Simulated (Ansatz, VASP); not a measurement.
**Two plane-wave programs on C**

```
C
1.0
     0.00000    1.77018    1.88937
     1.63775    0.00000    1.88937
     1.63775    1.77018    0.00000
C
2
Direct
  0.50000 0.50000 0.50000
  0.75000 0.75000 0.75000
```

Change from the starting cell: strain +e along x and -e along y -0.0375, strain +e along z and -e/2 along x and y +0.0700.

Alike in both runs: task single point; functional LDA; k mesh 12 × 12 × 12; occupations gaussian, width 0.05 eV; no spin polarisation.

|  | VASP | Ansatz |
| --- | --- | --- |
| version | VASP 6.6.1 | Ansatz 0.2.0 |
| potentials or method | VASP PAW LDA potentials, release 64 (C), cutoff 520 eV | scalar-relativistic, plane waves, PAW |
| valence electrons in the cell | 8 | 8 |

|  | VASP | Ansatz | Ansatz less VASP |
| --- | --- | --- | --- |
| gap on the k mesh at the Fermi level (eV) | 1.46 | 1.48 | +0.012 |
| least direct gap on the mesh (eV) | 3.84 | 3.84 | -0.002 |
| pressure (GPa) | 4.3 | 2.6 | -1.70 |
| traceless stress, the component that is largest in VASP (GPa) | -70.37 | -70.48 | -0.109 |

Ansatz warns that its potentials were made for another functional, while VASP's fit it. LDA's correlation is that of Perdew and Zunger in VASP and of Perdew and Wang (1992) in Ansatz.
